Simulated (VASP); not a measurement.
Here is a VASP 6.6.1 calculation.

Contents of INCAR:

```
PREC     = Accurate       # precision mode
ENCUT    = 520            # plane-wave cutoff, eV
EDIFF    = 1E-7           # SCF threshold, eV
ISMEAR   = -1             # smearing method
SIGMA    = 0.0388         # smearing width, eV
LREAL    = Auto         
LASPH    = True           # aspherical terms in the spheres
NELM     = 80             # most SCF steps
ALGO     = Normal         # electronic algorithm
ISIF     = 2              # what is computed and relaxed
LWAVE    = False          # write WAVECAR
LCHARG   = True           # write CHGCAR
GGA      = PE             # functional
IVDW     = 12             # dispersion correction
LELF     = True           # ELF
LVHAR    = True         
NBANDS   = 54             # bands
```

KPOINTS

```
Automatic mesh
0
Gamma
  2 2 2
  0.5 0.5 0.5
```

The input POSCAR:

```
CO
1.0
   -5.6509780000      5.6509780000      0.0000000000
    0.0000000000      5.6509780000     -5.6509780000
   -5.6509780000      0.0000000000     -5.6509780000
C O
8 8
Direct
    0.9980382157      0.9563418934      0.0533245750
    0.4799885082      0.4621646908      0.5926766128
    0.5034336534      0.5357724804      1.0008160534
    1.0225716681      0.1069706872      0.4539394774
    0.5742880259      0.9866856675      1.0395965088
    0.0236754594      0.4510252031      0.5701221098
    1.0791415221      0.4575365538      0.9638543983
    0.5456708556      0.9454301539      0.5017193484
    0.5759619839      0.5030429246      0.4217577028
    0.0273357107      0.0372469155      0.8818214298
    0.1360047765      0.9606360173      0.4169297775
    0.5318299770      0.3619093014      0.0786013501
    0.8982515062      0.5242250987      0.5010549501
    0.4323555144      0.0010469869      0.0341649711
    0.5100772822      0.0627486959      0.5650897066
    0.0231454626      0.5231090087      0.0893741756
```

Potentials or basis: VASP PAW PBE potentials, release 64 (C, O).

Command:

```sh
$ cat potpaw_PBE.64/C/POTCAR potpaw_PBE.64/O/POTCAR > POTCAR
$ mpirun -np 1 vasp_std > vasp.out
```

Problem. Predict the pressure.

Solution. 1.3 GPa.

Problem. What does it give for the band gap on the k mesh?

Solution. 5.65 eV, indirect (least direct gap 5.66 eV).

Stress tensor (GPa, compression positive):
```
 1.84 -1.48 -0.04
-1.48  1.25 -0.09
-0.04 -0.09  0.72
```

Caveat: forces of over 1 eV/Å act on the atoms, so gaps and moduli don't describe the material at rest. A k mesh can miss the band edges.
